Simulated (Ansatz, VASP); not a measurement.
**One calculation of HfO2, two programs**

Contents of INCAR:

```
ALGO = Normal
EDIFF = 1E-6
ENCUT = 520
GGA = PS
ISIF = 2
ISMEAR = 0
LASPH = True
LCHARG = False
LREAL = False
LWAVE = False
NBANDS = 18
NELM = 100
PREC = Accurate
SIGMA = 0.02
```

KPOINTS

```
k-points
0
Gamma
  8 8 8
```

POSCAR

```
HfO2
1.0
    0.0000000000      2.5488307096      2.5488307096
    2.5488307096      0.0000000000      2.5488307096
    2.5488307096      2.5488307096      0.0000000000
Hf O
1 2
Direct
    0.0000000000      0.0000000000      0.0000000000
    0.7500000000      0.7500000000      0.7500000000
    0.2500000000      0.2500000000      0.2500000000
```

Input for Ansatz:

```yaml
crystal:
  lattice:
    - [0.0, 2.5488307096, 2.5488307096]
    - [2.5488307096, 0.0, 2.5488307096]
    - [2.5488307096, 2.5488307096, 0.0]
  atoms:
    - { symbol: Hf, position: [0.0, 0.0, 0.0] }
    - { symbol: O, position: [0.75, 0.75, 0.75] }
    - { symbol: O, position: [0.25, 0.25, 0.25] }
basis:
  ecutwfc: 420
kpoints:
  mp_grid: { grid: [8, 8, 8] }
  band_path:
    path:
      - [[0.0, 0.0, 0.0], [0.5, 0.0, 0.5], [0.625, 0.25, 0.625]]
      - [[0.375, 0.375, 0.75], [0.0, 0.0, 0.0], [0.5, 0.5, 0.5], [0.5, 0.25, 0.75], [0.5, 0.0, 0.5]]
    npoints: 14
hamiltonian:
  xc: pbesol
scf:
  occupations: { method: gaussian, width: 0.02 }
  n_extra_bands: 7
output:
  forces: true
  stress: true
  eigenvalues: true
  populations: true
  dos: { projected: true, de: 0.02, nscf_kmesh: { grid: [12, 12, 12] } }
  bader: true
  write_density: true
  write_potential: true
  elf: true
  volumetric_format: npy
```

Alike in both runs: task single point; functional PBEsol; k mesh 8 × 8 × 8; occupations gaussian, width 0.02 eV; no spin polarisation.

```csv
,VASP,Ansatz
version,VASP 6.6.1,Ansatz 0.2.0
potentials or method,"VASP PAW PBE potentials, release 64 (Hf_pv, O), cutoff 520 eV","scalar-relativistic, plane waves, PAW"
valence electrons in the cell,22,38
```

```tsv
	VASP	Ansatz	Ansatz less VASP
gap on the k mesh at the Fermi level (eV)	3.63	3.61	-0.015
least direct gap on the mesh (eV)	3.63	3.61	-0.015
pressure (GPa)	-11.3	-7.9	+3.45
```

VASP's potentials were made for PBE, not for PBEsol. VASP's potentials hold 22 valence electrons a cell and Ansatz's 38, so a difference there can come from the potentials and not from the codes.

Neither program's run includes spin-orbit coupling.
